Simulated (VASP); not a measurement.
# Al12Ga in VASP: single point with PBEsol

Aim: the single point of Al12Ga with PBEsol.

Everything below comes from runs of VASP 6.6.1. Logs are shortened: lines on timing, memory, paths and dates and some standing lists are left out, and cuts for length are marked.

## Step 1: The cell of the first run

The cell holds a slab with vacuum, 13 atoms: a = 5.728 Å, b = 5.728 Å, c = 15.677 Å, α = 90.00°, β = 90.00°, γ = 60.00°.

## Step 2: Single point, PBEsol

INCAR

```
PREC     = Accurate       # precision mode
ENCUT    = 520            # plane-wave cutoff, eV
EDIFF    = 1E-6           # SCF threshold, eV
ISMEAR   = -1             # smearing method
SIGMA    = 0.1            # smearing width, eV
LREAL    = F              # projectors in reciprocal space
LASPH    = T              # aspherical terms in the spheres
NELM     = 100            # most SCF steps
ALGO     = Normal         # electronic algorithm
ISIF     = 2              # what is computed and relaxed
LWAVE    = F              # write WAVECAR
LCHARG   = F              # write CHGCAR
GGA      = PS             # functional
NBANDS   = 36             # bands
```

KPOINTS

```
Automatic mesh
0
Gamma
  3 3 1
```

POSCAR

```
Al12Ga
1.0
    5.7275650000      0.0000000000      0.0000000000
    2.8637820000      4.9602170000      0.0000000000
    0.0000000000      0.0000000000     15.6765370000
Al Ga
12 1
Direct
    0.1666667000      0.1666667000      0.0637896000
    0.6666667000      0.1666667000      0.0637896000
    0.1666667000      0.6666667000      0.0637896000
    0.6666667000      0.6666667000      0.0637896000
   -0.1576631266      0.3241007104      0.2120019748
    0.3362837497      0.3262955967      0.2104225453
   -0.1573248751      0.8233735464      0.2124620314
    0.3427734807      0.8230284594      0.2111879910
    0.0176802720     -0.0165221560      0.3648436755
    0.5052800514      0.0057311221      0.3548303888
   -0.0163730286      0.5009862294      0.3659887501
    0.5058782078      0.4734000312      0.3541735127
    0.4724652136     -0.2460730172      0.4909500679
```

Potentials or basis: VASP PAW PBE potentials, release 64 (Al, Ga_d).

Started as:

```
$ cat potpaw_PBE.64/Al/POTCAR potpaw_PBE.64/Ga_d/POTCAR > POTCAR
$ mpirun -np 1 vasp_std > vasp.out
```

OUTCAR:

```text
PREC = Accurate
   ENCUT = 520
   EDIFF = 1E-6
   ISMEAR = -1
   LREAL = F
   LASPH = T
   NELM = 100
   ISIF = 2
   GGA = PS

 ion  position               nearest neighbor table
   1  0.167  0.167  0.064-   6 2.82   5 2.83   3 2.86   3 2.86   2 2.86   2 2.86   4 2.86   4 2.86
                             8 2.87
   2  0.667  0.167  0.064-   6 2.82   5 2.85   4 2.86   4 2.86   1 2.86   1 2.86   3 2.86   3 2.86
                             7 2.89
   3  0.167  0.667  0.064-   7 2.83   8 2.84   6 2.85   1 2.86   1 2.86   4 2.86   4 2.86   2 2.86
                             2 2.86
   4  0.667  0.667  0.064-   8 2.81   7 2.86   2 2.86   2 2.86   3 2.86   3 2.86   1 2.86   1 2.86
                             5 2.88
   5  0.842  0.324  0.212-  12 2.79   1 2.83   6 2.84   2 2.85   8 2.86   7 2.86   7 2.87   8 2.87
                             4 2.88  11 2.89   6 2.89   9 2.93
   6  0.336  0.326  0.210-  12 2.75  10 2.77   1 2.82   2 2.82   5 2.84   7 2.84   3 2.85   8 2.86
                             8 2.86   7 2.89   5 2.89  11 3.00
   7  0.843  0.823  0.212-  10 2.79   3 2.83   6 2.84   4 2.86   5 2.86   8 2.86   8 2.86   5 2.87
                             2 2.89   6 2.89  11 2.89   9 2.91
   8  0.343  0.823  0.211-   4 2.81  10 2.83  12 2.83   3 2.84   5 2.86   7 2.86   6 2.86   6 2.86
                             7 2.86   5 2.87   1 2.87   9 2.90
   9  0.018  0.983  0.365-  10 2.86  12 2.87  11 2.87  11 2.87  12 2.88  10 2.88   8 2.90   7 2.91
                             5 2.93  13 3.00
  10  0.505  0.006  0.355-  13 2.63  12 2.68   6 2.77   7 2.79  11 2.82   8 2.83   9 2.86   9 2.88
                            11 2.92  12 3.05
  11  0.984  0.501  0.366-  10 2.82  12 2.82   9 2.87   9 2.87   5 2.89   7 2.89  10 2.92  12 2.92
                             6 3.00
  12  0.506  0.473  0.354-  13 2.63  10 2.68   6 2.75   5 2.79  11 2.82   8 2.83   9 2.87   9 2.88
                            11 2.92  10 3.05
  13  0.472  0.754  0.491-  12 2.63  10 2.63   9 3.00

  LATTYP: Found a hexagonal cell.
 ALAT       =     5.7275649303
 C/A-ratio  =     2.7370334847

  Lattice vectors:

 A1 = (  -2.8637820000,  -4.9602170000,   0.0000000000)
 A2 = (   5.7275650000,   0.0000000000,   0.0000000000)
 A3 = (   0.0000000000,   0.0000000000,  15.6765370000)

Analysis of symmetry for initial positions (statically):
=====================================================================
 Subroutine PRICEL returns:
 Original cell was already a primitive cell.

 Routine SETGRP: Setting up the symmetry group for a
 hexagonal supercell.

 Subroutine GETGRP returns: Found  1 space group operations
 (whereof  1 operations were pure point group operations)
[... 134 lines left out ...]
   EFERMI_NEDOS =   21; number of points for ismear=-14 and -15
   IALGO  =     38    algorithm
   IMIX   =      4    mixing-type and parameters
     AMIX     =   0.40;   BMIX     =  1.00
     AMIX_MAG =   1.60;   BMIX_MAG =  1.00
  volume/ion in A,a.u.               =      34.26       231.19
  Fermi-wavevector in a.u.,A,eV,Ry     =   0.784452  1.482400  8.372556  0.615366
  Thomas-Fermi vector in A             =   1.888588
   LORBIT       =      0    0 simple, 1 ext, 2 COOP (PROOUT), +10 PAW based schemes
   GGA     = PS    functional components
   LHFCALC =     F    Hartree Fock is set to
   AEXX    =    0.0000 exact exchange contribution
   IVDW    =     0    specifies the selected vdW correction
   LEPSILON=     F    determine dielectric tensor
   LRPA    =     F    only Hartree local field effects (RPA)
 non-spin polarized calculation
  energy-cutoff  :      520.00
  volume of cell :      445.37
 maximum number of plane-waves:     12018
 NGX is ok and might be reduce to    42
   NGX = 21   NGY = 21   NGZ = 59

 number of electron      48.9999998 magnetization

 Free energy of the ion-electron system (eV)
  ---------------------------------------------------
  ext. energy  EPLUGINS =         0.00000000
  ---------------------------------------------------
  free energy    TOTEN  =       -49.25909268 eV

  energy without entropy =      -49.05106942  energy(sigma->0) =      -49.15508105

 E-fermi :   1.4555     XC(G=0):  -6.2250

 val. band max:        1.4506134660   @ k =   0.0000   0.0000   0.0000
 cond. band min:       1.4801701450   @ k =   0.0000   0.3333   0.0000
 fundamental gap:      0.0295566790
 Fermi energy:         1.4555202972

 k-point     1 :       0.0000    0.0000    0.0000
  band No.  band energies     occupation
      1     -12.9799      2.00000
      2     -12.9780      2.00000
      3     -12.9654      2.00000
      4     -12.9615      2.00000
      5     -12.9523      2.00000
      6      -8.8925      2.00000
[... 184 lines left out ...]
     35       4.7893      0.00000
     36       4.9864      0.00000

------------------------ aborting loop because EDIFF is reached ----------------------------------------

  FORCE on cell =-STRESS in cart. coord.  units (eV):
  Direction    XX          YY          ZZ          XY          YZ          ZX
  --------------------------------------------------------------------------------------
  -------------------------------------------------------------------------------------
  Total       -5.5174341     -4.6377480      0.0298749      0.8772518      0.4151875     -0.1624145
  in kB      -19.8484639    -16.6838738      0.1074723      3.1558331      1.4935989     -0.5842713
  external PRESSURE =     -12.1416218 kB  Pullay stress =       0.0000000 kB

 VOLUME and BASIS-vectors are now :
 -----------------------------------------------------------------------------
  energy-cutoff  :      520.00
  volume of cell :      445.37
      direct lattice vectors                 reciprocal lattice vectors
     5.727565000  0.000000000  0.000000000     0.174594265 -0.100802024  0.000000000
     2.863782000  4.960217000  0.000000000     0.000000000  0.201604083  0.000000000
     0.000000000  0.000000000 15.676537000     0.000000000  0.000000000  0.063789598

 POSITION                                       TOTAL-FORCE (eV/Angst)
 -----------------------------------------------------------------------------------
      1.43189      0.82670      1.00000        -0.051584     -0.136346      0.008429
      4.29567      0.82670      1.00000         0.053555     -0.044101      0.017956
      2.86378      3.30681      1.00000         0.082888      0.078823      0.010262
      5.72756      3.30681      1.00000        -0.087715      0.025462     -0.016846
      5.75269      1.60761      3.32346         0.008261     -0.008144     -0.019039
      2.86053      1.61850      3.29870         0.003075      0.003435     -0.020648
      7.18444      4.08411      3.33067         0.005473      0.008347     -0.033199
      4.32023      4.08240      3.31070         0.002649      0.014190     -0.018650
      2.91773      4.87826      5.71949        -0.019659      0.024451     -0.004970
      2.91044      0.02843      5.56251         0.018288     -0.008549      0.036174
      7.06850      2.48500      5.73744         0.017860     -0.008140      0.001853
      4.25316      2.34817      5.55221         0.028447      0.001237      0.054161
      4.86516      3.73964      7.69640        -0.061537      0.049335     -0.015483
 -----------------------------------------------------------------------------------
    total drift:                               -0.000167      0.000054     -0.000878

  FREE ENERGIE OF THE ION-ELECTRON SYSTEM (eV)
  ---------------------------------------------------
  free  energy   TOTEN  =       -49.2590926830 eV

  energy  without entropy=      -49.0510694240  energy(sigma->0) =      -49.15508105
```

stdout:

```text
POSCAR found type information on POSCAR AlGa
 POSCAR found :  2 types and      13 ions
 scaLAPACK will be used
 -----------------------------------------------------------------------------
|                                                                             |
|                                                                             |
|     You enforced a specific xc type in the INCAR file but a different       |
|     I HOPE YOU KNOW WHAT YOU ARE DOING!                                     |
|                                                                             |
 -----------------------------------------------------------------------------

 LDA part: xc-table for (Slater+PW92), standard interpolation
 POSCAR, INCAR and KPOINTS ok, starting setup
 FFT: planning ... GRIDC
 FFT: planning ... GRID_SOFT
 FFT: planning ... GRID
 WAVECAR not read
 entering main loop
```

Wall time 73 s (1 thread of Intel Xeon 6975P-C (Granite Rapids), shared host); peak memory 0.58 GiB.

Results:

```yaml
Free_energy: -49.2591 eV
Largest_force: 0.146 eV/Å
```

Forces on the atoms (eV/Å):
```
Al  -0.052 -0.136  0.008
Al   0.054 -0.044  0.018
Al   0.083  0.079  0.010
Al  -0.088  0.025 -0.017
Al   0.008 -0.008 -0.019
Al   0.003  0.003 -0.021
Al   0.005  0.008 -0.033
Al   0.003  0.014 -0.019
Al  -0.020  0.024 -0.005
Al   0.018 -0.009  0.036
Al   0.018 -0.008  0.002
Al   0.028  0.001  0.054
Ga  -0.062  0.049 -0.015
```

Levels at points of the mesh, in eV from the Fermi level:
```csv
k point,band 20,band 21,band 22,band 23,band 24,band 25,band 26,band 27,band 28,band 29
"(0.00, 0.00, 0.00)",-2.58,-2.50,-1.88,-0.78,-0.62,-0.34,-0.17,-0.07,0.00,1.13
```

Caveat: the k points lie up to 0.42 Å⁻¹ apart; the PAW data sets were made with another functional, which shifts forces and pressure a little.
